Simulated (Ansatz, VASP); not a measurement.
One calculation of Na2C2O5, two programs

Contents of INCAR:

```
SYSTEM = Na2C2O5
ALGO     = Normal         ! electronic algorithm
EDIFF    = 1E-8           ! SCF threshold, eV
ENCUT    = 520            ! plane-wave cutoff, eV
GGA      = PE             ! functional
ISIF     = 2              ! what is computed and relaxed
ISMEAR   = -1             ! smearing method
LASPH    = .TRUE.         ! aspherical terms in the spheres
LCHARG   = .FALSE.        ! write CHGCAR
LEFG     = .TRUE.       
LREAL    = Auto         
LWAVE    = .FALSE.        ! write WAVECAR
NBANDS   = 67             ! bands
NELM     = 80             ! most SCF steps
PREC     = Accurate       ! precision mode
SIGMA    = 0.02           ! smearing width, eV
```

Contents of KPOINTS:

```
k-points
0
G
  7 4 2
  0 0 0
```

File POSCAR:

```
Na2C2O5
1.0
    2.9064000000      0.0000000000      0.0000000000
    0.0000000000      5.4219000000      0.0000000000
   -0.8426020985      0.0000000000      9.6503848687
Na C O
4 4 10
Direct
    0.6194000000      0.4791000000      0.8779500000
    0.3806000000      0.9791000000      0.1220500000
    0.5250000000      0.2117000000      0.5831200000
    0.4750000000      0.7117000000      0.4168800000
    0.1860000000      0.7564000000      0.6629000000
    0.8140000000      0.2564000000      0.3371000000
    0.9810000000      0.0306000000      0.8474000000
    0.0190000000      0.5306000000      0.1526000000
    0.0938000000      0.7991000000      0.8009000000
    0.9062000000      0.2991000000      0.1991000000
    0.0745000000      0.2116000000      0.7742000000
    0.9255000000      0.7116000000      0.2258000000
    0.4234000000      0.5750000000      0.6523000000
    0.5766000000      0.0750000000      0.3477000000
    0.0257000000      0.8996000000      0.5713000000
    0.9743000000      0.3996000000      0.4287000000
    0.8120000000      0.0320000000      0.9569000000
    0.1880000000      0.5320000000      0.0431000000
```

Input for Ansatz:

```yaml
crystal:
  lattice:
    - [2.9064, 0.0, 0.0]
    - [0.0, 5.4219, 0.0]
    - [-0.8426020985, 0.0, 9.6503848687]
  atoms:
    - { symbol: Na, position: [0.6194, 0.4791, 0.87795] }
    - { symbol: Na, position: [0.3806, 0.9791, 0.12205] }
    - { symbol: Na, position: [0.525, 0.2117, 0.58312] }
    - { symbol: Na, position: [0.475, 0.7117, 0.41688] }
    - { symbol: C, position: [0.186, 0.7564, 0.6629] }
    - { symbol: C, position: [0.814, 0.2564, 0.3371] }
    - { symbol: C, position: [0.981, 0.0306, 0.8474] }
    - { symbol: C, position: [0.019, 0.5306, 0.1526] }
    - { symbol: O, position: [0.0938, 0.7991, 0.8009] }
    - { symbol: O, position: [0.9062, 0.2991, 0.1991] }
    - { symbol: O, position: [0.0745, 0.2116, 0.7742] }
    - { symbol: O, position: [0.9255, 0.7116, 0.2258] }
    - { symbol: O, position: [0.4234, 0.575, 0.6523] }
    - { symbol: O, position: [0.5766, 0.075, 0.3477] }
    - { symbol: O, position: [0.0257, 0.8996, 0.5713] }
    - { symbol: O, position: [0.9743, 0.3996, 0.4287] }
    - { symbol: O, position: [0.812, 0.032, 0.9569] }
    - { symbol: O, position: [0.188, 0.532, 0.0431] }
kpoints:
  mp_grid: { grid: [7, 4, 2] }
scf:
  occupations: { method: fermi_dirac, width: 0.02 }
hamiltonian:
  xc: pbe
  pseudopotentials: { kind: paw }
output:
  forces: true
  stress: true
  populations: true
  efg:
    quadrupole_moments_barn: { Na: 0.104, O: -0.02558 }
    contact_densities: true
  write_density: true
  write_potential: true
  elf: true
  volumetric_format: npy
```

Alike in both runs: task electric field gradients; functional PBE; k mesh 7 × 4 × 2; occupations fermi-dirac, width 0.02 eV; no spin polarisation.

|  | VASP | Ansatz |
| --- | --- | --- |
| version | VASP 6.6.1 | Ansatz 0.2.0 |
| potentials or method | VASP PAW PBE potentials, release 64 (Na_pv, C, O) | plane-wave PAW, scalar-relativistic |
| plane-wave cutoff (eV) | 520 | 420 |
| valence electrons in the cell | 104 | 112 |

VASP gave:

```
gap on the k mesh at the Fermi level (eV)            : 4.71
rms of the force components (eV/Å)                   : 0.821
size of Vzz on the site where it differs most (V/Å²) : 38.6
```

Task: Which values does Ansatz return?

Result: gap on the k mesh at the Fermi level (eV): 4.74; rms of the force components (eV/Å): 0.702; size of Vzz on the site where it differs most (V/Å²): 27.5.

Atom by atom the forces differ by 0.165 eV/Å (rms over components). VASP's potentials hold 104 valence electrons a cell and Ansatz's 112, so a difference there can come from the potentials and not from the codes.

Noted on VASP's run: the standard files for N, O and F lose accuracy on very short bonds.
